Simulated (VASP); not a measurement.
Runs of VASP 6.6.1 on Ni. The structure is that of space group Fm-3m (No. 225), or close to it. The cells are those of the table. 

```tsv
cell	gap on the mesh (eV)	pressure (GPa)	moment (μB)
a = 2.449 Å, angles 60.0°, 1 atom	none	-0.1	0.62
a = 2.006 Å, angles 60.0°, 1 atom	none	564.8	0.00
a = 2.399 Å, angles 60.0°, 1 atom	none	16.3	0.61
a = 2.347 Å, angles 60.0°, 1 atom	none	39.6	0.60
a = 2.273 Å, angles 60.0°, 1 atom	none	86.9	(a)
a = 2.195 Å, angles 60.0°, 1 atom	none	165.0	(b)
a = 2.110 Å, angles 60.0°, 1 atom	none	296.5	0.43
```

Alike in all rows: task single point; level PBEsol; potentials or basis VASP PAW PBE potentials, release 64 (Ni); spin collinear, ferromagnetic start; k mesh 20 × 20 × 20; cutoff (eV) 520; smearing fermi-dirac 0.05 eV.

Question: Fill in the values left out.

Answer: (a) 0.55; (b) 0.49.

Caveats: the PAW data sets were made with another functional, which shifts forces and pressure a little.

A gap of «none» marks levels without a gap at the run's occupations.
